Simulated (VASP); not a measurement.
Here is a VASP 6.6.1 calculation.

The input INCAR:

```
SYSTEM = TiB2
ALGO = Normal
EDIFF = 1E-6
ENCUT = 520
GGA = CA
ISIF = 2
ISMEAR = -1
LASPH = .TRUE.
LCHARG = .FALSE.
LREAL = .FALSE.
LWAVE = .FALSE.
NBANDS = 16
NELM = 100
PREC = Accurate
SIGMA = 0.15
```

The input KPOINTS:

```
k-points
0
G
  13 13 10
  0 0 0
```

File POSCAR:

```
TiB2
1.0
    2.9944069779      0.0000000000      0.0000000000
   -1.4972034889      2.5932325121      0.0000000000
    0.0000000000      0.0000000000      3.1596433878
Ti B
1 2
Direct
    0.0000000000      0.0000000000      0.0000000000
    0.3333333333      0.6666666667      0.5000000000
    0.6666666667      0.3333333333      0.5000000000
```

Potentials or basis: VASP PAW LDA potentials, release 64 (Ti_sv, B).

Launch:

```sh
$ cat potpaw_LDA.64/Ti_sv/POTCAR potpaw_LDA.64/B/POTCAR > POTCAR
$ mpirun -np 1 vasp_std > vasp.out
```

**Question.** What does it give for the band gap on the k mesh?

**Answer.** Zero (bands 9 and 10 overlap by 0.56 eV).

**Question.** Estimate the pressure.

**Answer.** 0.6 GPa.
